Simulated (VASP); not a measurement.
Write the native input for VASP 6.6.1 that does the following.

```yaml
Task: single point
Functional: PBEsol
Potentials_or_basis: VASP PAW PBE potentials, release 64 (Sc_sv, Al)
Cutoff: 520 eV
k_mesh: 9 × 9 × 9
Occupations: fermi-dirac, width 0.1 eV
Spin: no spin polarisation
Dipole_correction: no
Further_INCAR_settings: ALGO = Normal; EDIFF = 1e-07; NBANDS = 14
```

The structure of ScAl lies in POSCAR:

```
ScAl
1.0
    3.3477284967      0.0000000000      0.0000000000
    0.0000000000      3.3477284967      0.0000000000
    0.0000000000      0.0000000000      3.3477284967
Sc Al
1 1
Direct
    0.5000000000      0.5000000000      0.5000000000
    0.0000000000      0.0000000000      0.0000000000
```

These files were run (other wordings do the same):

INCAR

```
SYSTEM = ScAl
  PREC = Accurate
  ENCUT = 520
  EDIFF = 1E-7
  ISMEAR = -1
  SIGMA = 0.1
  LREAL = .FALSE.
  LASPH = .TRUE.
  NELM = 80
  ALGO = Normal
  ISIF = 2
  LWAVE = .FALSE.
  LCHARG = .FALSE.
  GGA = PS
  NBANDS = 14
```

KPOINTS

```
regular mesh
0
G
  9 9 9
  0 0 0
```

Potentials or basis: VASP PAW PBE potentials, release 64 (Sc_sv, Al).

The run is started by

```bash
$ cat potpaw_PBE.64/Sc_sv/POTCAR potpaw_PBE.64/Al/POTCAR > POTCAR
$ mpirun -np 1 vasp_std > vasp.out
```

It gave:

```yaml
Pressure: -0.1 GPa
Band_gap_on_the_k_mesh: zero (band 7 reaches 6.35 eV, above the bottom of band 8 at 5.68 eV)
```

Caveat: the PAW data sets were made with another functional, which shifts forces and pressure a little.

It took 19 s on 1 thread of Intel(R) Xeon(R) 6975P-C (Granite Rapids), with other jobs on the host, peak memory 0.16 GiB.
